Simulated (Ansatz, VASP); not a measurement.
Two plane-wave programs on Li2O

INCAR

```
PREC = Accurate ; ENCUT = 750
EDIFF = 1E-6 ; ISMEAR = 0
SIGMA = 0.02 ; LREAL = False
LASPH = True ; NELM = 120
ALGO = Normal ; ISIF = 2
LWAVE = False ; LCHARG = True
GGA = CA ; LELF = True
LVHAR = True ; NBANDS = 13
GGA_COMPAT = False
```

File KPOINTS:

```
Automatic mesh
0
Gamma
  8 8 8
```

The input POSCAR:

```
Li2O
1.0
    0.0000000000      2.3218096350      2.3218096350
    2.3218096350      0.0000000000      2.3218096350
    2.3218096350      2.3218096350      0.0000000000
Li O
2 1
Direct
    0.2500000000      0.2500000000      0.2500000000
    0.7500000000      0.7500000000      0.7500000000
    0.0000000000      0.0000000000      0.0000000000
```

Input for Ansatz:

```yaml
crystal:
  lattice:
    - [0.0, 2.321809635, 2.321809635]
    - [2.321809635, 0.0, 2.321809635]
    - [2.321809635, 2.321809635, 0.0]
  atoms:
    - { symbol: Li, position: [0.25, 0.25, 0.25] }
    - { symbol: Li, position: [0.75, 0.75, 0.75] }
    - { symbol: O, position: [0.0, 0.0, 0.0] }
basis:
  ecutwfc: 420
kpoints:
  mp_grid: { grid: [8, 8, 8] }
hamiltonian:
  xc: lda
scf:
  occupations: { method: gaussian, width: 0.02 }
output:
  forces: true
  stress: true
  eigenvalues: true
```

Alike in both runs: task single point; functional LDA; k mesh 8 × 8 × 8; occupations gaussian, width 0.02 eV; no spin polarisation.

```csv
,VASP,Ansatz
version,VASP 6.6.1,Ansatz 0.2.0
potentials or method,"VASP PAW LDA potentials, release 64 (Li_sv, O), cutoff 750 eV","scalar-relativistic, plane waves, PAW"
valence electrons in the cell,12,12
```

|  | VASP | Ansatz | Ansatz less VASP |
| --- | --- | --- | --- |
| gap on the k mesh at the Fermi level (eV) | 4.77 | 4.78 | +0.009 |
| least direct gap on the mesh (eV) | 5.13 | 5.13 | -0.005 |
| pressure (GPa) | -7.9 | -7.6 | +0.25 |

LDA's correlation is that of Perdew and Zunger in VASP and of Perdew and Wang (1992) in Ansatz.
